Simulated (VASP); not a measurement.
# Nb (Fm-3m) in VASP: a series of runs, part 3 of 3

VASP 6.6.1. The steps go on from the part before.

## 5. Electric field gradients, PBE (volume scaled by 1.025)

Input file INCAR:

```
SYSTEM = Nb
PREC = Accurate
ENCUT = 520
EDIFF = 1E-8
ISMEAR = -1
SIGMA = 0.08
LREAL = .FALSE.
LASPH = .TRUE.
NELM = 80
ALGO = Normal
ISIF = 2
LWAVE = .FALSE.
LCHARG = .FALSE.
GGA = PE
LEFG = .TRUE.
NBANDS = 12
```

Input file KPOINTS:

```
regular mesh
0
G
  13 13 13
  0 0 0
```

Input file POSCAR:

```
Nb
1.0
    0.0000000000      2.1324801315      2.1324801315
    2.1324801315      0.0000000000      2.1324801315
    2.1324801315      2.1324801315      0.0000000000
Nb
1
Direct
    0.0000000000      0.0000000000      0.0000000000
```

Potentials or basis: VASP PAW PBE potentials, release 64 (Nb_sv).

Started as:

```
cat potpaw_PBE.64/Nb_sv/POTCAR > POTCAR
mpirun -np 1 vasp_std > vasp.out
```

OUTCAR:

```text
SYSTEM = Nb
   PREC = Accurate
   ENCUT = 520
   EDIFF = 1E-8
   ISMEAR = -1
   LREAL = .FALSE.
   LASPH = .TRUE.
   NELM = 80
   ISIF = 2
   GGA = PE

 ion  position               nearest neighbor table
   1  0.000  0.000  0.000-

  LATTYP: Found a face centered cubic cell.
 ALAT       =     4.2649602630

  Lattice vectors:

 A1 = (   0.0000000000,   2.1324801315,   2.1324801315)
 A2 = (   2.1324801315,   0.0000000000,   2.1324801315)
 A3 = (   2.1324801315,   2.1324801315,   0.0000000000)

[... 563 lines left out ...]
    total drift:                                0.000000      0.000000     -0.000000

  FREE ENERGIE OF THE ION-ELECTRON SYSTEM (eV)
  ---------------------------------------------------
  free  energy   TOTEN  =        -9.8990050686 eV

  energy  without entropy=       -9.8658324517  energy(sigma->0) =       -9.88241876

 Electric field gradients (V/A^2)
---------------------------------------------------------------------
 ion       V_xx      V_yy      V_zz      V_xy      V_xz      V_yz
---------------------------------------------------------------------
   1      -0.000    -0.000    -0.000     0.000     0.000     0.000
---------------------------------------------------------------------

 Electric field gradients after diagonalization (V/A^2)
 (convention: |V_zz| > |V_xx| > |V_yy|)
----------------------------------------------------------------------
 ion       V_xx      V_yy      V_zz     asymmetry (V_yy - V_xx)/ V_zz
----------------------------------------------------------------------
   1      -0.000    -0.000     0.000       0.000
----------------------------------------------------------------------

           NMR quadrupolar parameters

 Cq : quadrupolar parameter    Cq=e*Q*V_zz/h
 eta: asymmetry parameters     (V_yy - V_xx)/ V_zz
 Q  : nuclear electric quadrupole moment in mb (millibarn)
----------------------------------------------------------------------
 ion       Cq(MHz)       eta       Q (mb)
----------------------------------------------------------------------
   1       0.000       0.000       1.000
----------------------------------------------------------------------
```

OSZICAR:

```text
N       E                     dE             d eps       ncg     rms          rms(c)
DAV:   1     0.117725437649E+03    0.11773E+03   -0.72038E+03  2016   0.106E+03
DAV:   2    -0.529733885232E+01   -0.12302E+03   -0.11873E+03  2176   0.388E+02
DAV:   3    -0.100499940564E+02   -0.47527E+01   -0.45202E+01  2944   0.654E+01
DAV:   4    -0.103909577616E+02   -0.34096E+00   -0.33727E+00  2940   0.154E+01
DAV:   5    -0.103982013971E+02   -0.72436E-02   -0.72340E-02  2868   0.206E+00    0.637E+00
DAV:   6    -0.994897072024E+01    0.44923E+00   -0.71449E-01  3192   0.104E+01    0.223E+00
DAV:   7    -0.989479161931E+01    0.54179E-01   -0.20585E-01  3304   0.553E+00    0.102E+00
DAV:   8    -0.989893479803E+01   -0.41432E-02   -0.12692E-02  2416   0.148E+00    0.435E-02
DAV:   9    -0.989899094961E+01   -0.56152E-04   -0.86409E-04  3468   0.314E-01    0.374E-02
DAV:  10    -0.989900897397E+01   -0.18024E-04   -0.15418E-05  2440   0.539E-02    0.131E-02
DAV:  11    -0.989900526322E+01    0.37108E-05   -0.70378E-06  2616   0.442E-02    0.212E-03
DAV:  12    -0.989900518326E+01    0.79961E-07   -0.49782E-07  3040   0.631E-03    0.611E-04
DAV:  13    -0.989900506500E+01    0.11826E-06   -0.62750E-09  1960   0.888E-04    0.822E-05
DAV:  14    -0.989900506864E+01   -0.36443E-08   -0.23696E-09  1524   0.669E-04
   1 F= -.98990051E+01 E0= -.98824188E+01  d E =-.331726E-01
```

Wall time 9.7 s (1 thread of Intel Xeon 6975P-C, shared host); peak memory 0.15 GiB.

What came out:

* Free energy: -9.8990 eV
* Pressure: -5.2 GPa

Levels at points of the mesh, in eV from the Fermi level:
| k point | band 2 | band 3 | band 4 | band 5 | band 6 | band 7 | band 8 | band 9 | band 10 | band 11 |
| --- | --- | --- | --- | --- | --- | --- | --- | --- | --- | --- |
| (0.00, 0.00, 0.00) | -30.27 | -30.27 | -30.27 | -6.13 | 0.14 | 0.14 | 0.14 | 2.61 | 2.61 | 11.80 |

Caveat: without QUAD_EFG the Cq values of the log hold for a quadrupole moment of 1 mb, not for the nuclei.

## 6. Electric field gradients, PBE (volume scaled by 1.04)

Input file INCAR:

```
SYSTEM = Nb
PREC = Accurate
ENCUT = 520
EDIFF = 1E-8
ISMEAR = -1
SIGMA = 0.08
LREAL = .False.
LASPH = .True.
NELM = 100
ALGO = Normal
ISIF = 2
LWAVE = .False.
LCHARG = .False.
GGA = PE
LEFG = .True.
NBANDS = 12
```

Input file KPOINTS:

```
Automatic mesh
0
Gamma
  13 13 13
  0 0 0
```

Input file POSCAR:

```
Nb
1.0
    0.0000000000      2.1428321391      2.1428321391
    2.1428321391      0.0000000000      2.1428321391
    2.1428321391      2.1428321391      0.0000000000
Nb
1
Direct
    0.0000000000      0.0000000000      0.0000000000
```

Potentials or basis: VASP PAW PBE potentials, release 64 (Nb_sv).

Started as:

```
cat potpaw_PBE.64/Nb_sv/POTCAR > POTCAR
mpirun -np 1 vasp_std > vasp.out
```

OUTCAR:

```text
SYSTEM = Nb
   PREC = Accurate
   ENCUT = 520
   EDIFF = 1E-8
   ISMEAR = -1
   LREAL = .False.
   LASPH = .True.
   NELM = 100
   ISIF = 2
   GGA = PE

 ion  position               nearest neighbor table
   1  0.000  0.000  0.000-

  LATTYP: Found a face centered cubic cell.
 ALAT       =     4.2856642782

  Lattice vectors:

 A1 = (   0.0000000000,   2.1428321391,   2.1428321391)
 A2 = (   2.1428321391,   0.0000000000,   2.1428321391)
 A3 = (   2.1428321391,   2.1428321391,   0.0000000000)

Analysis of symmetry for initial positions (statically):
=====================================================================
 Subroutine PRICEL returns:
 Original cell was already a primitive cell.

 Routine SETGRP: Setting up the symmetry group for a
 face centered cubic supercell.

[... 540 lines left out ...]
  external PRESSURE =     -72.3909171 kB  Pullay stress =       0.0000000 kB

 VOLUME and BASIS-vectors are now :
 -----------------------------------------------------------------------------
  energy-cutoff  :      520.00
  volume of cell :       19.68
      direct lattice vectors                 reciprocal lattice vectors
     0.000000000  2.142832139  2.142832139    -0.233336056  0.233336056  0.233336056
     2.142832139  0.000000000  2.142832139     0.233336056 -0.233336056  0.233336056
     2.142832139  2.142832139  0.000000000     0.233336056  0.233336056 -0.233336056

 POSITION                                       TOTAL-FORCE (eV/Angst)
 -----------------------------------------------------------------------------------
      0.00000      0.00000      0.00000         0.000000      0.000000      0.000000
 -----------------------------------------------------------------------------------
    total drift:                                0.000000      0.000000     -0.000000

  FREE ENERGIE OF THE ION-ELECTRON SYSTEM (eV)
  ---------------------------------------------------
  free  energy   TOTEN  =        -9.8881376309 eV

  energy  without entropy=       -9.8547872492  energy(sigma->0) =       -9.87146244

 Electric field gradients (V/A^2)
---------------------------------------------------------------------
 ion       V_xx      V_yy      V_zz      V_xy      V_xz      V_yz
---------------------------------------------------------------------
   1       0.000     0.000    -0.000     0.000     0.000     0.000
---------------------------------------------------------------------

 Electric field gradients after diagonalization (V/A^2)
 (convention: |V_zz| > |V_xx| > |V_yy|)
----------------------------------------------------------------------
 ion       V_xx      V_yy      V_zz     asymmetry (V_yy - V_xx)/ V_zz
----------------------------------------------------------------------
   1      -0.000    -0.000     0.000       0.000
----------------------------------------------------------------------

           NMR quadrupolar parameters

 Cq : quadrupolar parameter    Cq=e*Q*V_zz/h
 eta: asymmetry parameters     (V_yy - V_xx)/ V_zz
 Q  : nuclear electric quadrupole moment in mb (millibarn)
----------------------------------------------------------------------
 ion       Cq(MHz)       eta       Q (mb)
----------------------------------------------------------------------
   1       0.000       0.000       1.000
----------------------------------------------------------------------
```

It took 10 s on 1 thread of Intel Xeon 6975P-C, shared host; peak memory 0.15 GiB.

Results:

- Free energy: -9.8881 eV
- Pressure: -7.2 GPa

Caveat: without QUAD_EFG the Cq values of the log hold for a quadrupole moment of 1 mb, not for the nuclei.

## 7. The runs side by side

| cell | gap on the mesh (eV) | pressure (GPa) |
| --- | --- | --- |
| a = 3.001 Å, angles 60.0°, 1 atom | none | -3.0 |
| a = 2.981 Å, angles 60.0°, 1 atom | none | 0.2 |
| a = 3.016 Å, angles 60.0°, 1 atom | none | -5.2 |
| a = 3.030 Å, angles 60.0°, 1 atom | none | -7.2 |

Alike in all rows: task electric field gradients; level PBE; potentials or basis VASP PAW PBE potentials, release 64 (Nb_sv); no spin polarisation; k mesh 13 × 13 × 13; cutoff (eV) 520; smearing fermi-dirac 0.08 eV.

Absolute energies hang on the potentials; compare differences alone.
